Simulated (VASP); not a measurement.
BN: single point with LDA

The system is BN.

```
B N
1.0
     0.00000    1.90941    1.90941
     1.90941    0.00000    1.90941
     1.81114    1.81114    0.09827
B N
1 1
Cartesian
  0.0000 0.0000 0.0000
  2.7904 2.7904 2.9378
```

```
Program             : VASP 6.6.1
Task                : single point
Functional          : LDA
Potentials or basis : VASP PAW LDA potentials, release 64 (B, N)
Cutoff              : 600 eV
k mesh              : 12 × 12 × 12
Occupations         : gaussian, width 0.05 eV
Spin                : no spin polarisation
```

```
Pressure               : -33.7 GPa
Largest force          : 0.097 eV/Å
Band gap on the k mesh : 4.05 eV (least direct gap 7.61 eV)
```

Forces on the atoms (eV/Å):
```
B   -0.056 -0.056  0.056
N    0.056  0.056 -0.056
```

Stress tensor (GPa, compression positive):
```
-33.70  19.88 -19.88
 19.88 -33.70 -19.88
-19.88 -19.88 -33.70
```

Levels at points of the mesh, in eV from the valence-band top:
```tsv
k point	band 2	band 3	band 4	band 5	band 6	band 7
(0.00, 0.00, 0.00)	-0.08	-0.08	0.00	7.61	7.61	7.63
(0.50, 0.00, 0.00)	-10.07	-1.72	-1.52	9.07	9.51	11.42
(0.50, 0.50, 0.00)	-8.40	-5.02	-4.03	4.05	8.87	15.96
(0.00, 0.00, 0.50)	-9.78	-2.39	-2.39	7.82	9.53	9.53
```

It took 11 s on 1 thread of Intel(R) Xeon(R) Platinum 8559C (Emerald Rapids), on a shared host, peak memory 0.14 GiB.

Caveat: the cell stands under tension. A k mesh can miss the band edges.
